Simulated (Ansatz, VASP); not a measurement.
One calculation of Re, two programs

File INCAR:

```
SYSTEM = Re
ALGO = Normal
EDIFF = 1E-7
EDIFFG = -0.04
ENCUT = 600
GGA = PE
IBRION = 2
ISIF = 3
ISMEAR = 0
LASPH = .True.
LCHARG = .False.
LREAL = .False.
LWAVE = .False.
NELM = 60
NSW = 90
PREC = Accurate
SIGMA = 0.1
```

The input KPOINTS:

```
k-points
0
Gamma
  6 6 6
  0 0 0
```

File POSCAR:

```
Re
1.0
    1.4326931800      0.8271657900      4.1627122900
   -1.4326931800      0.8271657900      4.1627122900
    0.0000000000     -1.6543315900      4.1627122900
Re
2
Direct
    0.2366874000      0.2366874000      0.2366874000
    0.7633126000      0.7633126000      0.7633126000
```

Input for Ansatz:

```yaml
crystal:
  lattice:
    - [1.43269318, 0.82716579, 4.16271229]
    - [-1.43269318, 0.82716579, 4.16271229]
    - [0.0, -1.65433159, 4.16271229]
  atoms:
    - { symbol: Re, position: [0.2366874, 0.2366874, 0.2366874] }
    - { symbol: Re, position: [0.7633126, 0.7633126, 0.7633126] }
basis:
  ecutwfc: 420
kpoints:
  mp_grid: { grid: [6, 6, 6] }
hamiltonian:
  xc: pbe
scf:
  occupations: { method: gaussian, width: 0.1 }
  lower_state_search: "off"
output:
  forces: true
  stress: true
  eigenvalues: true
relax:
  adjacent_minimum: "off"
  f_tol: 0.04
  max_steps: 70
  cell: { stress_tol: 0.4 }
```

Alike in both runs: task relaxation of cell and atoms; functional PBE; k mesh 6 × 6 × 6; occupations gaussian, width 0.1 eV; no spin polarisation.

```csv
,VASP,Ansatz
version,VASP 6.6.1,Ansatz 0.2.0
potentials or method,"VASP PAW PBE potentials, release 64 (Re), cutoff 600 eV","scalar-relativistic, plane waves, PAW"
valence electrons in the cell,14,30
```

Ansatz gave:

* gap on the k mesh at the Fermi level, each at its own relaxed structure (eV): none
* relaxed volume (Å³/atom): 15.01
* relaxed cell length with the largest relative difference (Å): 4.809

Question: What did VASP give for the same quantities?

Answer: gap on the k mesh at the Fermi level, each at its own relaxed structure (eV): none; relaxed volume (Å³/atom): 14.99; relaxed cell length with the largest relative difference (Å): 4.808.

A gap of «none» marks a metal or a gap that the smearing closes. VASP's potentials hold 14 valence electrons a cell and Ansatz's 30, so a difference there can come from the potentials and not from the codes.

The k mesh is coarse, so the values compare programs but aren't converged. Spin-orbit coupling is off throughout.
